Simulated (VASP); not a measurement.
A run of VASP 6.6.1:

The input INCAR:

```
SYSTEM = SnO2
PREC     = Accurate       ! precision mode
ENCUT    = 520            ! plane-wave cutoff, eV
EDIFF    = 1E-7           ! SCF threshold, eV
ISMEAR   = 0              ! smearing method
SIGMA    = 0.05           ! smearing width, eV
LREAL    = .FALSE.        ! projectors in reciprocal space
LASPH    = .TRUE.         ! aspherical terms in the spheres
NELM     = 100            ! most SCF steps
ALGO     = Normal         ! electronic algorithm
ISIF     = 2              ! what is computed and relaxed
LWAVE    = .FALSE.        ! write WAVECAR
LCHARG   = .FALSE.        ! write CHGCAR
GGA      = CA             ! functional
NBANDS   = 20             ! bands
```

KPOINTS

```
regular mesh
0
G
  12 12 12
  0 0 0
```

File POSCAR:

```
SnO2
1.0
    1.6039156916      0.9260211563      4.0813809037
   -1.6039156916      0.9260211563      4.0813809037
    0.0000000000     -1.8520423126      4.0813809037
Sn O
1 2
Direct
    0.5165523515      0.4985542026      0.4919664229
    0.2451905456      0.2451905456      0.2451905456
    0.7548094544      0.7548094544      0.7548094544
```

Potentials or basis: VASP PAW LDA potentials, release 64 (Sn_d, O).

Run with:

```sh
$ cat potpaw_LDA.64/Sn_d/POTCAR potpaw_LDA.64/O/POTCAR > POTCAR
$ mpirun -np 1 vasp_std > vasp.out
```

Hardware: 1 thread of Intel(R) Xeon(R) Platinum 8259CL CPU @ 2.50GHz (Skylake/Cascade Lake), with other jobs on the host.

Task: Estimate the wall time of this run.

Result: Run time: 17 min on 1 thread of Intel(R) Xeon(R) Platinum 8259CL CPU @ 2.50GHz (Skylake/Cascade Lake), on a shared host, peak memory 0.63 GiB. Counts: scf iterations 14, k points 868.
